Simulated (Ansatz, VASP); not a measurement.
## Co in VASP and in Ansatz

Contents of INCAR:

```
SYSTEM = Co
  ALGO = Normal
  EDIFF = 1E-7
  ENCUT = 520
  GGA = PE
  ISIF = 2
  ISMEAR = -1
  ISPIN = 2
  LASPH = .True.
  LCHARG = .False.
  LMAXMIX = 4
  LORBIT = 11
  LREAL = .False.
  LWAVE = .False.
  MAGMOM = 1.7 1.7
  NBANDS = 20
  NELM = 150
  PREC = Accurate
  SIGMA = 0.08
```

File KPOINTS:

```
k-points
0
Gamma
  20 20 20
  0 0 0
```

The input POSCAR:

```
Co
1.0
   -2.1254777524      2.1254777524      1.1394542066
    2.1254777524     -2.1254777524      1.1394542066
    2.1254777524      2.1254777524     -1.1394542066
Co
2
Direct
   -0.3750000000     -0.1250000000     -0.2500000000
    0.3750000000      0.1250000000      0.2500000000
```

Input for Ansatz:

```yaml
crystal:
  lattice:
    - [-2.1254777524, 2.1254777524, 1.1394542066]
    - [2.1254777524, -2.1254777524, 1.1394542066]
    - [2.1254777524, 2.1254777524, -1.1394542066]
  atoms:
    - { symbol: Co, position: [-0.375, -0.125, -0.25], spin: 1.7 }
    - { symbol: Co, position: [0.375, 0.125, 0.25], spin: 1.7 }
magnetization:
  spin_polarized: true
kpoints:
  mp_grid: { grid: [20, 20, 20] }
scf:
  occupations: { method: fermi_dirac, width: 0.08 }
hamiltonian:
  xc: pbe
  pseudopotentials: { kind: paw }
output:
  forces: true
  stress: true
  eigenvalues: true
  populations: true
```

Change from the starting cell: volume scaled by 0.85, PAW files.

Alike in both runs: task single point; functional PBE; k mesh 20 × 20 × 20; occupations fermi-dirac, width 0.08 eV; collinear spin.

```csv
,VASP,Ansatz
version,VASP 6.6.1,Ansatz 0.2.0
potentials or method,"VASP PAW PBE potentials, release 64 (Co)","PAW with Ansatz's default frozen-core files, scalar-relativistic"
plane-wave cutoff (eV),520,420
valence electrons in the cell,18,34
```

```tsv
	VASP	Ansatz	Ansatz less VASP
pressure (GPa)	36.9	38.6	+1.68
traceless stress, the component that is largest in VASP (GPa)	0.30	0.07	-0.225
net moment per atom (μB)	1.60	1.60	+0.005
size of the moment on the site where the two differ most (μB)	1.59	1.61	+0.025
```

Site moments also hang on the region over which each program counts them. Both programs put the cell under a high pressure, so it lies far from rest at this level. The functional is the same, so the differences come from potentials, cutoffs and numerics. VASP's potentials hold 18 valence electrons a cell and Ansatz's 34, so a difference there can come from the potentials and not from the codes.
